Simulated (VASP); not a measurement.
# GaP (I-4m2) in VASP: notebook

The runs below take GaP through single point, with r2SCAN.

All numbers are computed with VASP 6.6.1; they aren't measurements. Logs are shortened: lines on timing, memory, paths and dates and some standing lists are left out, and cuts for length are marked.

### 1 The cell of the first run

Symmetry: I-4m2, No. 119, tetragonal system. The conventional cell has a = 3.816 Å, b = 3.816 Å, c = 5.483 Å, α = 90.00°, β = 90.00°, γ = 90.00°. Ga (site symmetry -4m2) has 4 P at 2.35 Å within 3.1 Å. Within 3.1 Å of P (site symmetry -4m2) lie 4 Ga at 2.35 Å.

### 2 Single point, r2SCAN (in-plane strain -0.01)

The input, POSCAR:

```
GaP
1.0
    2.6979975000      2.6979975000      0.0000000000
   -2.6979975000      2.6979975000      0.0000000000
    0.0000000000      2.6979975000      2.7416015000
Ga P
1 1
Direct
    0.0000000000      0.0000000000      0.0000000000
    0.7500000000      0.2500000000      0.5000000000
```

The input, INCAR.step1:

```
SYSTEM = GaP
PREC = Accurate
ENCUT = 520
ISMEAR = 0
SIGMA = 0.01
LREAL = .FALSE.
LASPH = .TRUE.
NELM = 80
NBANDS = 16
GGA = PE
ALGO = Normal
EDIFF = 1E-4
LWAVE = .TRUE.
LCHARG = .FALSE.
```

The input, INCAR.step2:

```
SYSTEM = GaP
PREC = Accurate
ENCUT = 520
EDIFF = 1E-6
ISMEAR = 0
SIGMA = 0.01
LREAL = .FALSE.
LASPH = .TRUE.
NELM = 80
ALGO = Normal
ISIF = 2
LWAVE = .FALSE.
LCHARG = .FALSE.
METAGGA = R2SCAN
LMIXTAU = .TRUE.
NBANDS = 16
ISTART = 1
```

The input, KPOINTS:

```
Automatic mesh
0
G
  8 8 8
  0 0 0
```

Potentials or basis: VASP PAW PBE potentials, release 64 (Ga_d, P).

Launch:

```sh
cat potpaw_PBE.64/Ga_d/POTCAR potpaw_PBE.64/P/POTCAR > POTCAR
cp INCAR.step1 INCAR
mpirun -np 1 vasp_std > vasp.out
cp INCAR.step2 INCAR
mpirun -np 1 vasp_std > vasp.out
```

OUTCAR:

```text
SYSTEM = GaP
   PREC = Accurate
   ENCUT = 520
   EDIFF = 1E-6
   ISMEAR = 0
   LREAL = .FALSE.
   LASPH = .TRUE.
   NELM = 80
   ISIF = 2
   METAGGA = R2SCAN
   ISTART = 1

 ion  position               nearest neighbor table
   1  0.000  0.000  0.000-   2 2.35   2 2.35   2 2.35   2 2.35
   2  0.750  0.250  0.500-   1 2.35   1 2.35   1 2.35   1 2.35

  LATTYP: Found a body centered tetragonal cell.
 ALAT       =     3.8155446557
 C/A-ratio  =     1.4370695391

  Lattice vectors:

 A1 = (   2.6979975000,   0.0000000000,  -2.7416015000)
 A2 = (  -2.6979975000,   0.0000000000,  -2.7416015000)
 A3 = (   0.0000000000,   2.6979975000,   2.7416015000)

Analysis of symmetry for initial positions (statically):
=====================================================================
 Subroutine PRICEL returns:
 Original cell was already a primitive cell.

 Routine SETGRP: Setting up the symmetry group for a
 body centered tetragonal supercell.

 Subroutine GETGRP returns: Found  8 space group operations
 (whereof  8 operations were pure point group operations)
 out of a pool of 16 trial point group operations.

The static configuration has the point symmetry D_2d.

Analysis of symmetry for dynamics (positions and initial velocities):
=====================================================================
 Subroutine PRICEL returns:
 Original cell was already a primitive cell.

 Routine SETGRP: Setting up the symmetry group for a
 body centered tetragonal supercell.

 Subroutine GETGRP returns: Found  8 space group operations
 (whereof  8 operations were pure point group operations)
 out of a pool of 16 trial point group operations.

The dynamic configuration has the point symmetry D_2d.

 Subroutine INISYM returns: Found  8 space group operations
 (whereof  8 operations are pure point group operations),
 and found     1 'primitive' translations

----------------------------------------------------------------------------------------

                                     Primitive cell

  volume of cell :      39.9133

  direct lattice vectors                    reciprocal lattice vectors
     2.697997500  2.697997500  0.000000000     0.185322633  0.185322633 -0.182375156
    -2.697997500  2.697997500  0.000000000    -0.185322633  0.185322633 -0.182375156
     0.000000000  2.697997500  2.741601500     0.000000000  0.000000000  0.364750311

  length of vectors
     3.815544656  3.815544656  3.846500916     0.319295559  0.319295559  0.364750311

  position of ions in fractional coordinates (direct lattice)
     0.000000000  0.000000000  0.000000000
     0.750000000  0.250000000  0.500000000

  ion indices of the primitive-cell ions
   primitive index   ion index
                 1           1
                 2           2

----------------------------------------------------------------------------------------

 KPOINTS: Automatic mesh

Automatic generation of k-mesh.
 Grid dimensions read from file:
 generate k-points for:    8    8    8

 Generating k-lattice:

  Cartesian coordinates                     Fractional coordinates (reciprocal lattice)
     0.023165329  0.023165329 -0.022796894     0.125000000  0.000000000  0.000000000
    -0.023165329  0.023165329 -0.022796894     0.000000000  0.125000000  0.000000000
     0.000000000  0.000000000  0.045593789     0.000000000  0.000000000  0.125000000

  Length of vectors
     0.039911945  0.039911945  0.045593789

  Shift w.r.t. Gamma in fractional coordinates (k-lattice)
     0.000000000  0.000000000  0.000000000

 Subroutine IBZKPT returns following result:
 ===========================================

 Found     59 irreducible k-points:

 Following reciprocal coordinates:
            Coordinates               Weight
  0.000000  0.000000  0.000000      1.000000
  0.125000  0.000000 -0.000000      8.000000
  0.250000  0.000000 -0.000000      8.000000
  0.375000  0.000000 -0.000000      8.000000
  0.500000  0.000000 -0.000000      4.000000
  0.125000  0.125000 -0.000000      8.000000
[... 16 lines left out ...]
  0.250000  0.000000  0.125000      4.000000
  0.375000  0.000000  0.125000      8.000000
 [... further k-points ...]
   k-points           NKPTS =     59   k-points in BZ     NKDIM =     59   number of bands    NBANDS=     16
   number of dos      NEDOS =    301   number of ions     NIONS =      2
   total plane-waves  NPLWV =  23520
   dimension x,y,z NGX =    28 NGY =   28 NGZ =   30
   dimension x,y,z NGXF=    56 NGYF=   56 NGZF=   60
   ions per type =               1   1
   NGX,Y,Z   is equivalent  to a cutoff of  12.20, 12.20, 12.97 a.u.
   NGXF,Y,Z  is equivalent  to a cutoff of  24.40, 24.40, 25.93 a.u.
 SYSTEM =  GaP
   PREC   = accura    normal or accurate (medium, high low for compatibility)
   ISTART =      1    job   : 0-new  1-cont  2-samecut
   ICHARG =      0    charge: 1-file 2-atom 10-const
   ISPIN  =      1    spin polarized calculation?
   LNONCOLLINEAR =      F non collinear calculations
   LSORBIT =      F    spin-orbit coupling
   LASPH  =      T    aspherical Exc in radial PAW
   ENCUT  =  520.0 eV  38.22 Ry    6.18 a.u.   7.09  7.09  7.15*2*pi/ulx,y,z
   NELM   =     80;   NELMIN=  2; NELMDL=  0     # of ELM steps
   EDIFF  = 0.1E-05   stopping-criterion for ELM
   LREAL  =      F    real-space projection
   EDIFFG = 0.1E-04   stopping-criterion for IOM
   NSW    =      0    number of steps for IOM
   IBRION =     -1    ionic relax: 0-MD 1-quasi-New 2-CG
   NFREE  =      0    steps in history (QN), initial steepest desc. (CG)
   ISIF   =      2    stress and relaxation
   ISYM   =      2    0-nonsym 1-usesym 2-fastsym
   POTIM  = 0.5000    time-step for ionic-motion
   TEBEG  =    0.0;   TEEND  =   0.0 temperature during run
   PSTRESS=    0.0 pullay stress
   NELECT =      18.0000    total number of electrons
   NUPDOWN=      -1.0000    fix difference up-down
   EMIN   =  10.00;   EMAX   =-10.00  energy-range for DOS
   EFERMI =   0.00;   METHOD = LEGACY
   ISMEAR =     0;   SIGMA  =   0.01  broadening in eV -4-tet -1-fermi 0-gaus
   EFERMI_NEDOS =   21; number of points for ismear=-14 and -15
   IALGO  =     38    algorithm
   IMIX   =      4    mixing-type and parameters
     AMIX     =   0.40;   BMIX     =  1.00
     AMIX_MAG =   1.60;   BMIX_MAG =  1.00
  volume/ion in A,a.u.               =      19.96       134.67
  Fermi-wavevector in a.u.,A,eV,Ry     =   1.255432  2.372422 21.444272  1.576110
  Thomas-Fermi vector in A             =   2.389189
   LORBIT       =      0    0 simple, 1 ext, 2 COOP (PROOUT), +10 PAW based schemes
   METAGGA = R2SCAN    functional components
   LHFCALC =     F    Hartree Fock is set to
   AEXX    =    0.0000 exact exchange contribution
   IVDW    =     0    specifies the selected vdW correction
   LEPSILON=     F    determine dielectric tensor
   LRPA    =     F    only Hartree local field effects (RPA)
 non-spin polarized calculation
 Gauss-broadening in eV      SIGMA  =   0.01
  energy-cutoff  :      520.00
  volume of cell :       39.91
 maximum number of plane-waves:      1086
   NGX = 15   NGY = 15   NGZ = 15

 number of electron      18.0000008 magnetization

 Free energy of the ion-electron system (eV)
  ---------------------------------------------------
  ext. energy  EPLUGINS =         0.00000000
  ---------------------------------------------------
  free energy    TOTEN  =       -21.45876114 eV

  energy without entropy =      -21.45876114  energy(sigma->0) =      -21.45876114

 E-fermi :   4.7751     XC(G=0): -10.6185

 val. band max:        4.6413887787   @ k =   0.0000   0.0000   0.0000
 cond. band min:       6.4382352575   @ k =  -0.3750   0.3750   0.0000
 fundamental gap:      1.7968464788
 Fermi energy:         4.7751096080

 k-point     1 :       0.0000    0.0000    0.0000
  band No.  band energies     occupation
      1     -10.4082      2.00000
      2     -10.4033      2.00000
      3     -10.4033      2.00000
      4     -10.2877      2.00000
      5     -10.2854      2.00000
      6      -8.5234      2.00000
[... 8 lines left out ...]
     15      14.7468      0.00000
     16      15.0527      0.00000

 k-point     2 :       0.1250    0.0000   -0.0000
  band No.  band energies     occupation
      1     -10.4228      2.00000
      2     -10.4009      2.00000
      3     -10.3981      2.00000
      4     -10.2879      2.00000
      5     -10.2853      2.00000
      6      -8.3055      2.00000
[... 8 lines left out ...]
     15      14.3822      0.00000
     16      15.0639      0.00000

 k-point     3 :       0.2500    0.0000   -0.0000
  band No.  band energies     occupation
      1     -10.4595      2.00000
      2     -10.3896      2.00000
      3     -10.3867      2.00000
      4     -10.2870      2.00000
      5     -10.2833      2.00000
      6      -7.6914      2.00000
[... 8 lines left out ...]
     15      14.1334      0.00000
     16      15.2279      0.00000

 k-point     4 :       0.3750    0.0000   -0.0000
  band No.  band energies     occupation
      1     -10.4913      2.00000
      2     -10.3807      2.00000
      3     -10.3777      2.00000
      4     -10.2836      2.00000
      5     -10.2788      2.00000
      6      -6.8372      2.00000
[... 8 lines left out ...]
     15      15.3492      0.00000
     16      15.4683      0.00000
[... 324 lines left out ...]
 k-point    22 :       0.0000    0.0000    0.1250
  band No.  band energies     occupation
      1     -10.4353      2.00000
      2     -10.3932      2.00000
      3     -10.3932      2.00000
      4     -10.2895      2.00000
      5     -10.2843      2.00000
      6      -8.2391      2.00000
[... 8 lines left out ...]
     15      15.3046      0.00000
     16      15.4000      0.00000

 k-point    23 :       0.2500    0.0000    0.1250
  band No.  band energies     occupation
      1     -10.4457      2.00000
      2     -10.3921      2.00000
      3     -10.3912      2.00000
      4     -10.2912      2.00000
      5     -10.2821      2.00000
      6      -7.9503      2.00000
[... 8 lines left out ...]
     15      14.6746      0.00000
     16      16.2063      0.00000

 k-point    24 :       0.3750    0.0000    0.1250
  band No.  band energies     occupation
      1     -10.4779      2.00000
      2     -10.3806      2.00000
      3     -10.3799      2.00000
      4     -10.2910      2.00000
      5     -10.2796      2.00000
      6      -7.2394      2.00000
[... 8 lines left out ...]
     15      15.9124      0.00000
     16      16.5465      0.00000

 [... further k-points ...]
[... 5 lines left out ...]
  --------------------------------------------------------------------------------------
  -------------------------------------------------------------------------------------
  Total        0.4246803      0.4246803      0.0847054      0.0000000      0.0000000     -0.0000000
  in kB       17.0472869     17.0472869      3.4001982      0.0000000      0.0000000     -0.0000000
  external PRESSURE =      12.4982574 kB  Pullay stress =       0.0000000 kB

 VOLUME and BASIS-vectors are now :
 -----------------------------------------------------------------------------
  energy-cutoff  :      520.00
  volume of cell :       39.91
      direct lattice vectors                 reciprocal lattice vectors
     2.697997500  2.697997500  0.000000000     0.185322633  0.185322633 -0.182375156
    -2.697997500  2.697997500  0.000000000    -0.185322633  0.185322633 -0.182375156
     0.000000000  2.697997500  2.741601500     0.000000000  0.000000000  0.364750311

 POSITION                                       TOTAL-FORCE (eV/Angst)
 -----------------------------------------------------------------------------------
      0.00000      0.00000      0.00000        -0.000000      0.000000      0.000000
      1.34900      4.04700      1.37080         0.000000     -0.000000      0.000000
 -----------------------------------------------------------------------------------
    total drift:                                0.000349      0.000000     -0.000000

  FREE ENERGIE OF THE ION-ELECTRON SYSTEM (eV)
  ---------------------------------------------------
  free  energy   TOTEN  =       -21.4587611372 eV

  energy  without entropy=      -21.4587611372  energy(sigma->0) =      -21.45876114
```

It took 3.3 min on 1 thread of Intel Xeon Platinum 8259CL at 2.50GHz (Skylake/Cascade Lake), shared host; peak memory 0.18 GiB.

Results:

* Free energy: -21.4588 eV
* Pressure: 1.2 GPa
* Band gap on the k mesh: 1.80 eV, indirect (least direct gap 2.43 eV)

Caveat: the cell differs from its parent crystal (in-plane strain -0.01); the PAW data sets were made with another functional, which shifts forces and pressure a little.

### 3 Single point, r2SCAN (film at in-plane strain -0.01)

POSCAR: that of step 2 with these lines changed.

```diff
@@ -4,3 +4,3 @@
    -2.6979975000      2.6979975000      0.0000000000
-    0.0000000000      2.6979975000      2.7416015000
+    0.0000000000      2.6979975000      2.7490679976
 Ga P
```

The input, INCAR.step1:

```
SYSTEM = GaP
ALGO = Normal
EDIFF = 1E-4
ENCUT = 520
GGA = PE
ISMEAR = 0
LASPH = .TRUE.
LCHARG = .FALSE.
LREAL = .FALSE.
LWAVE = .TRUE.
NBANDS = 16
NELM = 100
PREC = Accurate
SIGMA = 0.01
```

The input, INCAR.step2:

```
SYSTEM = GaP
ALGO = Normal
EDIFF = 1E-6
ENCUT = 520
ISIF = 2
ISMEAR = 0
ISTART = 1
LASPH = .TRUE.
LCHARG = .FALSE.
LMIXTAU = .TRUE.
LREAL = .FALSE.
LWAVE = .FALSE.
METAGGA = R2SCAN
NBANDS = 16
NELM = 100
PREC = Accurate
SIGMA = 0.01
```

The input, KPOINTS:

```
k-points
0
G
  8 8 8
  0 0 0
```

Potentials or basis: VASP PAW PBE potentials, release 64 (Ga_d, P).

Launch:

```sh
cat potpaw_PBE.64/Ga_d/POTCAR potpaw_PBE.64/P/POTCAR > POTCAR
cp INCAR.step1 INCAR
mpirun -np 1 vasp_std > vasp.out
cp INCAR.step2 INCAR
mpirun -np 1 vasp_std > vasp.out
```

It took 3.6 min on 1 thread of Intel Xeon Platinum 8259CL at 2.50GHz (Skylake/Cascade Lake), shared host; peak memory 0.19 GiB.

Results (log left out):

```yaml
Free_energy: -21.4589 eV
Pressure: 1.0 GPa
Band_gap_on_the_k_mesh: 1.79 eV, indirect (least direct gap 2.40 eV)
```

Stress tensor (GPa, compression positive):
```
 1.53  0.00  0.00
 0.00  1.53  0.00
 0.00  0.00 -0.07
```

Levels at points of the mesh, in eV from the valence-band top:
```csv
k point,band 5,band 6,band 7,band 8,band 9,band 10,band 11,band 12,band 13,band 14
"(0.00, 0.00, 0.00)",-14.93,-13.15,-0.12,0.00,0.00,2.40,4.14,4.14,4.18,9.48
"(0.50, 0.00, 0.00)",-14.92,-10.95,-6.95,-1.31,-1.14,2.03,4.95,5.09,8.82,11.68
"(0.50, 0.50, 0.00)",-14.90,-9.97,-7.01,-2.93,-2.92,1.81,1.99,11.35,11.39,12.13
"(0.00, 0.00, 0.50)",-14.91,-10.06,-7.14,-2.79,-2.79,1.95,2.18,11.41,11.41,11.96
```

Caveat: the cell differs from its parent crystal (film at in-plane strain -0.01); the PAW data sets were made with another functional, which shifts forces and pressure a little. A k mesh can miss the band edges.

### 4 Single point, r2SCAN (in-plane strain -0.005, then relaxed in part)

The input, POSCAR:

```
GaP
1.0
    2.7116237500      2.7116237500      0.0000000000
   -2.7116237500      2.7116237500      0.0000000000
    0.0000000000      2.7116237500      2.7369259413
Ga P
1 1
Direct
    0.0000000000      0.0000000000      0.0000000000
    0.7500000000      0.2500000000      0.5000000000
```

The input, INCAR.step1:

```
PREC = Accurate
ENCUT = 520
ISMEAR = 0
SIGMA = 0.01
LREAL = F
LASPH = T
NELM = 100
NBANDS = 16
GGA = PE
ALGO = Normal
EDIFF = 1E-4
LWAVE = T
LCHARG = F
```

The input, INCAR.step2:

```
PREC = Accurate
ENCUT = 520
EDIFF = 1E-6
ISMEAR = 0
SIGMA = 0.01
LREAL = F
LASPH = T
NELM = 100
ALGO = Normal
ISIF = 2
LWAVE = F
LCHARG = F
METAGGA = R2SCAN
LMIXTAU = T
NBANDS = 16
ISTART = 1
```

The input, KPOINTS:

```
Automatic mesh
0
Gamma
  8 8 8
```

Launch:

```sh
cat potpaw_PBE.64/Ga_d/POTCAR potpaw_PBE.64/P/POTCAR > POTCAR
cp INCAR.step1 INCAR
mpirun -np 1 vasp_std > vasp.out
cp INCAR.step2 INCAR
mpirun -np 1 vasp_std > vasp.out
```

Wall time 4.3 min (1 thread of Intel Xeon Platinum 8259CL at 2.50GHz (Skylake/Cascade Lake), shared host); peak memory 0.18 GiB.

It converged, with:

```yaml
Free_energy: -21.4622 eV
Pressure: 0.5 GPa
Band_gap_on_the_k_mesh: 1.85 eV, indirect (least direct gap 2.38 eV)
```

Stress tensor (GPa, compression positive):
```
 0.71  0.00  0.00
 0.00  0.71  0.00
 0.00  0.00 -0.04
```

Levels at points of the mesh, in eV from the valence-band top:
```tsv
k point	band 5	band 6	band 7	band 8	band 9	band 10	band 11	band 12	band 13	band 14
(0.00, 0.00, 0.00)	-14.90	-13.09	-0.06	0.00	0.00	2.38	4.16	4.16	4.19	9.47
(0.50, 0.00, 0.00)	-14.89	-10.90	-6.90	-1.24	-1.16	2.04	5.00	5.07	8.83	11.67
(0.50, 0.50, 0.00)	-14.88	-9.95	-6.98	-2.86	-2.86	1.86	2.05	11.36	11.38	12.07
(0.00, 0.00, 0.50)	-14.88	-9.99	-7.05	-2.79	-2.79	1.93	2.14	11.38	11.38	11.99
```

Caveat: the cell differs from its parent crystal (in-plane strain -0.005, then relaxed in part); the PAW data sets were made with another functional, which shifts forces and pressure a little.

(Part 1 of 2 ends here.)
